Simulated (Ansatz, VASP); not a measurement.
CO2 in VASP and in Ansatz

Contents of INCAR:

```
PREC     = Accurate       # precision mode
ENCUT    = 520            # plane-wave cutoff, eV
EDIFF    = 1E-6           # SCF threshold, eV
ISMEAR   = -1             # smearing method
SIGMA    = 0.05           # smearing width, eV
LREAL    = False          # projectors in reciprocal space
LASPH    = True           # aspherical terms in the spheres
NELM     = 60             # most SCF steps
ALGO     = Normal         # electronic algorithm
ISIF     = 2              # what is computed and relaxed
LWAVE    = False          # write WAVECAR
LCHARG   = False          # write CHGCAR
GGA      = PE             # functional
IVDW     = 13             # dispersion correction
NBANDS   = 25             # bands
```

The input KPOINTS:

```
Automatic mesh
0
Gamma
  9 9 9
```

The input POSCAR:

```
CO2
1.0
   -1.9747270000      1.9747270000      3.0140580000
    1.9747270000     -1.9747270000      3.0140580000
    1.9747270000      1.9747270000     -3.0140580000
O C
4 2
Direct
    0.8750000000      0.9597980000      0.5847980000
    0.3750000000      0.2902020000      0.4152020000
    0.0402020000      0.6250000000      0.9152020000
    0.7097980000      0.1250000000      0.0847980000
    0.0000000000      0.0000000000      0.0000000000
    0.7500000000      0.2500000000      0.5000000000
```

File input.yaml:

```yaml
crystal:
  lattice:
    - [-1.974727, 1.974727, 3.014058]
    - [1.974727, -1.974727, 3.014058]
    - [1.974727, 1.974727, -3.014058]
  atoms:
    - { symbol: O, position: [0.875, 0.959798, 0.584798] }
    - { symbol: O, position: [0.375, 0.290202, 0.415202] }
    - { symbol: O, position: [0.040202, 0.625, 0.915202] }
    - { symbol: O, position: [0.709798, 0.125, 0.084798] }
    - { symbol: C, position: [0.0, 0.0, 0.0] }
    - { symbol: C, position: [0.75, 0.25, 0.5] }
hamiltonian:
  xc: pbe
  pseudopotentials: { kind: paw }
  dispersion: d4
kpoints:
  mp_grid: { grid: [9, 9, 9] }
scf:
  occupations: { method: fermi_dirac, width: 0.05 }
output:
  forces: true
  stress: true
  eigenvalues: true
  write_density: true
  write_potential: true
  elf: true
  volumetric_format: npy
```

Alike in both runs: task single point; functional PBE; dispersion D4; k mesh 9 × 9 × 9; occupations fermi-dirac, width 0.05 eV; no spin polarisation.

```csv
,VASP,Ansatz
version,VASP 6.6.1,Ansatz 0.2.0
potentials or method,"VASP PAW PBE potentials, release 64 (O, C)",Ansatz PAW
plane-wave cutoff (eV),520,420
valence electrons in the cell,32,32
```

Ansatz gave:

| Property | Result |
| --- | --- |
| gap on the k mesh at the Fermi level (eV) | 7.72 |
| least direct gap on the mesh (eV) | 8.15 |
| pressure (GPa) | -2.8 |
| traceless stress, the component that is largest in VASP (GPa) | -1.00 |
| rms of the force components (eV/Å) | 0.002 |

Question: What did VASP give for the same quantities?

Answer: gap on the k mesh at the Fermi level (eV): 7.66; least direct gap on the mesh (eV): 8.09; pressure (GPa): -1.4; traceless stress, the component that is largest in VASP (GPa): -1.14; rms of the force components (eV/Å): 0.035.

Atom by atom the forces differ by 0.036 eV/Å (rms over components).

Noted on Ansatz's run: Pulay correction over one GPa; odd divisions of the mesh miss points on the zone boundary, where band edges often lie, so the gap on the mesh can be too wide.
